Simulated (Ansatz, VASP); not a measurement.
# Al: VASP beside Ansatz

```
Al
1.0
    -1.60632    1.60632    1.60632
     1.60632   -1.60632    1.60632
     1.60632    1.60632   -1.60632
Al
1
Direct
  0.00000 0.00000 0.00000
```

Alike in both runs: functional PBEsol; k mesh 18 × 18 × 18; occupations gaussian, width 0.1 eV; no spin polarisation.

Ansatz relaxed the structure, and its values are those at the end. VASP's run is a single point on that final structure, the one shown.

|  | VASP | Ansatz |
| --- | --- | --- |
| version | VASP 6.6.1 | Ansatz 0.2.0 |
| potentials or method | VASP PAW PBE potentials, release 64 (Al), cutoff 520 eV | scalar-relativistic, plane waves, PAW |
| valence electrons in the cell | 3 | 3 |

```tsv
	VASP	Ansatz	Ansatz less VASP
gap on the k mesh at the Fermi level (eV)	none	none	-
pressure (GPa)	0.1	0.0	-0.08
```

VASP's potentials were made for PBE, not for PBEsol, and Ansatz warns of the same on its side. A gap of «none» marks a metal or a gap that the smearing closes.
